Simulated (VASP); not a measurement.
# LiF (P6_3mc) in VASP: a series of runs, part 2 of 3

VASP 6.6.1. Earlier steps stand in the parts before.

## 5. Single point, PBE (volume 9.955 Å^3 an atom, c/a of the conventional cell 1.5216)

File INCAR:

```
SYSTEM = LiF
PREC     = Accurate       ! precision mode
ENCUT    = 520            ! plane-wave cutoff, eV
EDIFF    = 1E-6           ! SCF threshold, eV
ISMEAR   = 0              ! smearing method
SIGMA    = 0.05           ! smearing width, eV
LREAL    = .FALSE.        ! projectors in reciprocal space
LASPH    = .TRUE.         ! aspherical terms in the spheres
NELM     = 100            ! most SCF steps
ALGO     = Normal         ! electronic algorithm
ISIF     = 2              ! what is computed and relaxed
LWAVE    = .FALSE.        ! write WAVECAR
LCHARG   = .FALSE.        ! write CHGCAR
GGA      = PE             ! functional
NBANDS   = 18             ! bands
```

File KPOINTS:

```
Automatic mesh
0
G
  9 9 6
  0 0 0
```

File POSCAR:

```
LiF
1.0
    3.1147512931      0.0000000000      0.0000000000
   -1.5573756465      2.6974537463      0.0000000000
    0.0000000000      0.0000000000      4.7394055676
Li F
2 2
Direct
    0.3333333333      0.6666666667      0.3810713234
    0.6666666667      0.3333333333      0.8810713234
    0.3333333333      0.6666666667      0.9939266766
    0.6666666667      0.3333333333      0.4939266766
```

Potentials or basis: VASP PAW PBE potentials, release 64 (Li_sv, F).

Launch:

```bash
$ cat potpaw_PBE.64/Li_sv/POTCAR potpaw_PBE.64/F/POTCAR > POTCAR
$ mpirun -np 1 vasp_std > vasp.out
```

OUTCAR:

```text
SYSTEM = LiF
   PREC = Accurate
   ENCUT = 520
   EDIFF = 1E-6
   ISMEAR = 0
   LREAL = .FALSE.
   LASPH = .TRUE.
   NELM = 100
   ISIF = 2
   GGA = PE

 ion  position               nearest neighbor table
   1  0.333  0.667  0.381-   3 1.83   4 1.88   4 1.88   4 1.88
   2  0.667  0.333  0.881-   4 1.83   3 1.88   3 1.88   3 1.88
   3  0.333  0.667  0.994-   1 1.83   2 1.88   2 1.88   2 1.88
   4  0.667  0.333  0.494-   2 1.83   1 1.88   1 1.88   1 1.88

  LATTYP: Found a hexagonal cell.
 ALAT       =     3.1147512931
 C/A-ratio  =     1.5216000000

  Lattice vectors:

 A1 = (   3.1147512931,   0.0000000000,   0.0000000000)
 A2 = (  -1.5573756465,   2.6974537463,   0.0000000000)
 A3 = (   0.0000000000,   0.0000000000,   4.7394055676)

Analysis of symmetry for initial positions (statically):
=====================================================================
 Subroutine PRICEL returns:
 Original cell was already a primitive cell.

 Routine SETGRP: Setting up the symmetry group for a
 hexagonal supercell.

 Subroutine GETGRP returns: Found 12 space group operations
 (whereof  6 operations were pure point group operations)
 out of a pool of 24 trial point group operations.

The static configuration has the point symmetry C_3v.
 The point group associated with its full space group is C_6v.

Analysis of symmetry for dynamics (positions and initial velocities):
=====================================================================
 Subroutine PRICEL returns:
 Original cell was already a primitive cell.

 Routine SETGRP: Setting up the symmetry group for a
 hexagonal supercell.

 Subroutine GETGRP returns: Found 12 space group operations
 (whereof  6 operations were pure point group operations)
 out of a pool of 24 trial point group operations.

The dynamic configuration has the point symmetry C_3v.
 The point group associated with its full space group is C_6v.

 Subroutine INISYM returns: Found 12 space group operations
 (whereof  6 operations are pure point group operations),
 and found     1 'primitive' translations

----------------------------------------------------------------------------------------

                                     Primitive cell

  volume of cell :      39.8200

  direct lattice vectors                    reciprocal lattice vectors
     3.114751293  0.000000000  0.000000000     0.321052921  0.185359990  0.000000000
    -1.557375646  2.697453746  0.000000000     0.000000000  0.370719980  0.000000000
     0.000000000  0.000000000  4.739405568     0.000000000  0.000000000  0.210996925

  length of vectors
     3.114751293  3.114751293  4.739405568     0.370719980  0.370719980  0.210996925

  position of ions in fractional coordinates (direct lattice)
     0.333333333  0.666666667  0.381071323
     0.666666667  0.333333333  0.881071323
     0.333333333  0.666666667  0.993926677
     0.666666667  0.333333333  0.493926677

  ion indices of the primitive-cell ions
   primitive index   ion index
                 1           1
                 2           2
                 3           3
                 4           4

----------------------------------------------------------------------------------------

 KPOINTS: Automatic mesh

Automatic generation of k-mesh.
 Grid dimensions read from file:
 generate k-points for:    9    9    6

 Generating k-lattice:

  Cartesian coordinates                     Fractional coordinates (reciprocal lattice)
     0.035672547  0.020595554  0.000000000     0.111111111 -0.000000000  0.000000000
     0.000000000  0.041191109  0.000000000     0.000000000  0.111111111  0.000000000
     0.000000000  0.000000000  0.035166154     0.000000000  0.000000000  0.166666667

  Length of vectors
     0.041191109  0.041191109  0.035166154

  Shift w.r.t. Gamma in fractional coordinates (k-lattice)
     0.000000000  0.000000000  0.000000000

 Subroutine IBZKPT returns following result:
 ===========================================

 Found     48 irreducible k-points:

 Following reciprocal coordinates:
            Coordinates               Weight
  0.000000  0.000000  0.000000      1.000000
  0.111111 -0.000000  0.000000      6.000000
  0.222222  0.000000  0.000000      6.000000
  0.333333  0.000000  0.000000      6.000000
  0.444444  0.000000  0.000000      6.000000
  0.111111  0.111111  0.000000      6.000000
[... 16 lines left out ...]
  0.333333  0.222222  0.166667     24.000000
  0.333333  0.333333  0.166667      4.000000
 [... further k-points ...]
   k-points           NKPTS =     48   k-points in BZ     NKDIM =     48   number of bands    NBANDS=     18
   number of dos      NEDOS =    301   number of ions     NIONS =      4
   total plane-waves  NPLWV =  20736
   dimension x,y,z NGX =    24 NGY =   24 NGZ =   36
   dimension x,y,z NGXF=    48 NGYF=   48 NGZF=   72
   ions per type =               2   2
   NGX,Y,Z   is equivalent  to a cutoff of  12.81, 12.81, 12.63 a.u.
   NGXF,Y,Z  is equivalent  to a cutoff of  25.62, 25.62, 25.26 a.u.
 SYSTEM =  LiF
   PREC   = accura    normal or accurate (medium, high low for compatibility)
   ISTART =      0    job   : 0-new  1-cont  2-samecut
   ICHARG =      2    charge: 1-file 2-atom 10-const
   ISPIN  =      1    spin polarized calculation?
   LNONCOLLINEAR =      F non collinear calculations
   LSORBIT =      F    spin-orbit coupling
   LASPH  =      T    aspherical Exc in radial PAW
   ENCUT  =  520.0 eV  38.22 Ry    6.18 a.u.   5.79  5.79  8.81*2*pi/ulx,y,z
   NELM   =    100;   NELMIN=  2; NELMDL= -5     # of ELM steps
   EDIFF  = 0.1E-05   stopping-criterion for ELM
   LREAL  =      F    real-space projection
   EDIFFG = 0.1E-04   stopping-criterion for IOM
   NSW    =      0    number of steps for IOM
   IBRION =     -1    ionic relax: 0-MD 1-quasi-New 2-CG
   NFREE  =      0    steps in history (QN), initial steepest desc. (CG)
   ISIF   =      2    stress and relaxation
   ISYM   =      2    0-nonsym 1-usesym 2-fastsym
   POTIM  = 0.5000    time-step for ionic-motion
   TEBEG  =    0.0;   TEEND  =   0.0 temperature during run
   PSTRESS=    0.0 pullay stress
   NELECT =      20.0000    total number of electrons
   NUPDOWN=      -1.0000    fix difference up-down
   EMIN   =  10.00;   EMAX   =-10.00  energy-range for DOS
   EFERMI =   0.00;   METHOD = LEGACY
   ISMEAR =     0;   SIGMA  =   0.05  broadening in eV -4-tet -1-fermi 0-gaus
   EFERMI_NEDOS =   21; number of points for ismear=-14 and -15
   IALGO  =     38    algorithm
   IMIX   =      4    mixing-type and parameters
     AMIX     =   0.40;   BMIX     =  1.00
     AMIX_MAG =   1.60;   BMIX_MAG =  1.00
  volume/ion in A,a.u.               =       9.96        67.18
  Fermi-wavevector in a.u.,A,eV,Ry     =   1.301321  2.459140 23.040597  1.693436
  Thomas-Fermi vector in A             =   2.432462
   LORBIT       =      0    0 simple, 1 ext, 2 COOP (PROOUT), +10 PAW based schemes
   GGA     = PE    functional components
   LHFCALC =     F    Hartree Fock is set to
   AEXX    =    0.0000 exact exchange contribution
   IVDW    =     0    specifies the selected vdW correction
   LEPSILON=     F    determine dielectric tensor
   LRPA    =     F    only Hartree local field effects (RPA)
 non-spin polarized calculation
 Gauss-broadening in eV      SIGMA  =   0.05
  energy-cutoff  :      520.00
  volume of cell :       39.82
 maximum number of plane-waves:      1091
 NGX is ok and might be reduce to    24
   NGX = 11   NGY = 11   NGZ = 17

 number of electron      20.0000003 magnetization

 Free energy of the ion-electron system (eV)
  ---------------------------------------------------
  ext. energy  EPLUGINS =         0.00000000
  ---------------------------------------------------
  free energy    TOTEN  =       -19.28018675 eV

  energy without entropy =      -19.28018675  energy(sigma->0) =      -19.28018675

 E-fermi :  -2.0737     XC(G=0):  -8.8205

 val. band max:       -2.4541764430   @ k =   0.0000   0.0000   0.0000
 cond. band min:       5.3117580170   @ k =   0.0000   0.0000   0.0000
 fundamental gap:      7.7659344600
 Fermi energy:        -2.0736597576

 k-point     1 :       0.0000    0.0000    0.0000
  band No.  band energies     occupation
      1     -42.9306      2.00000
      2     -42.8861      2.00000
      3     -21.9181      2.00000
      4     -21.6644      2.00000
      5      -4.6345      2.00000
      6      -2.9937      2.00000
[... 10 lines left out ...]
     17      16.9531      0.00000
     18      18.4317      0.00000
[... 466 lines left out ...]
      2     -42.8861      2.00000
      3     -21.7002      2.00000
      4     -21.7002      2.00000
      5      -4.4622      2.00000
      6      -3.7119      2.00000
[... 10 lines left out ...]
     17      16.1557      0.00000
     18      18.5833      0.00000

 [... further k-points ...]
[... 5 lines left out ...]
  --------------------------------------------------------------------------------------
  -------------------------------------------------------------------------------------
  Total        0.2922069      0.2922069      0.9931239      0.0000000     -0.0000000      0.0000000
  in kB       11.7570883     11.7570883     39.9588317      0.0000000     -0.0000000      0.0000000
  external PRESSURE =      21.1576695 kB  Pullay stress =       0.0000000 kB

 VOLUME and BASIS-vectors are now :
 -----------------------------------------------------------------------------
  energy-cutoff  :      520.00
  volume of cell :       39.82
      direct lattice vectors                 reciprocal lattice vectors
     3.114751293  0.000000000  0.000000000     0.321052921  0.185359990  0.000000000
    -1.557375646  2.697453746  0.000000000     0.000000000  0.370719980  0.000000000
     0.000000000  0.000000000  4.739405568     0.000000000  0.000000000  0.210996925

 POSITION                                       TOTAL-FORCE (eV/Angst)
 -----------------------------------------------------------------------------------
     -0.00000      1.79830      1.80605        -0.000000      0.000000      0.137854
      1.55738      0.89915      4.17575         0.000000     -0.000000      0.137854
     -0.00000      1.79830      4.71062         0.000000      0.000000     -0.137854
      1.55738      0.89915      2.34092        -0.000000     -0.000000     -0.137854
 -----------------------------------------------------------------------------------
    total drift:                                0.000000      0.000001     -0.007085

  FREE ENERGIE OF THE ION-ELECTRON SYSTEM (eV)
  ---------------------------------------------------
  free  energy   TOTEN  =       -19.2801867547 eV

  energy  without entropy=      -19.2801867547  energy(sigma->0) =      -19.28018675
```

It used 38 s of CPU time on 1 thread of AMD EPYC 7R13 Processor (Zen 3), with other jobs on the host.

Results:

| Property | Result |
| --- | --- |
| Free energy | -19.2802 eV |
| Largest force | 0.138 eV/Å |
| Band gap on the k mesh | 7.77 eV, direct |

Forces in eV/Å, atoms in the order of the input:
```
Li   0.000  0.000  0.138
Li   0.000  0.000  0.138
F    0.000  0.000 -0.138
F    0.000  0.000 -0.138
```

Caveat: the cutoff is under 1.25 times the usual one of these potentials, so pressure, stress and relaxed cells hold a basis-set (Pulay) error.

(Part 2 of 3 ends here.)
